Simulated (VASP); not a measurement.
# NaF (Villiaumite): single point with r2SCAN

The system is NaF (Villiaumite).

```
Na F
1.0
     0.00000    2.31277    2.31277
     2.31277    0.00000    2.31277
     2.31277    2.31277    0.00000
Na F
1 1
Direct
  0.00000 0.00000 0.00000
  0.50000 0.50000 0.50000
```

| Item | Value |
| --- | --- |
| Program | VASP 6.6.1 |
| Task | single point |
| Functional | r2SCAN |
| Potentials or basis | VASP PAW PBE potentials, release 64 (Na_pv, F) |
| Cutoff | 520 eV |
| k mesh | 10 × 10 × 10 |
| Occupations | fermi-dirac, width 0.02 eV |
| Spin | no spin polarisation |
| Dipole correction | no |
| Further INCAR settings | ALGO = Normal; EDIFF = 1e-07; NBANDS = 14 |

| Property | Result |
| --- | --- |
| Pressure | -1.7 GPa |
| Band gap on the k mesh | 7.20 eV, direct |

Levels at points of the mesh, in eV from the valence-band top:
```csv
k point,band 3,band 4,band 5,band 6,band 7,band 8,band 9,band 10,band 11,band 12
"(0.00, 0.00, 0.00)",-19.48,-19.48,0.00,0.00,0.00,7.20,19.82,19.82,19.82,22.48
"(0.50, 0.00, 0.00)",-19.49,-18.96,-1.56,-0.27,-0.27,11.66,13.46,21.47,21.47,23.96
"(0.50, 0.50, 0.00)",-19.53,-19.53,-1.27,-0.41,-0.41,13.94,14.11,14.90,21.18,21.18
```

It took 28 s on 1 thread of Intel(R) Xeon(R) Platinum 8124M CPU @ 3.00GHz (Skylake/Cascade Lake) (shared host), peak memory 0.14 GiB.

Caveat: the PAW data sets were made with another functional, which shifts forces and pressure a little. r2SCAN opens gaps a little over a GGA but as a rule still falls short of measured ones.
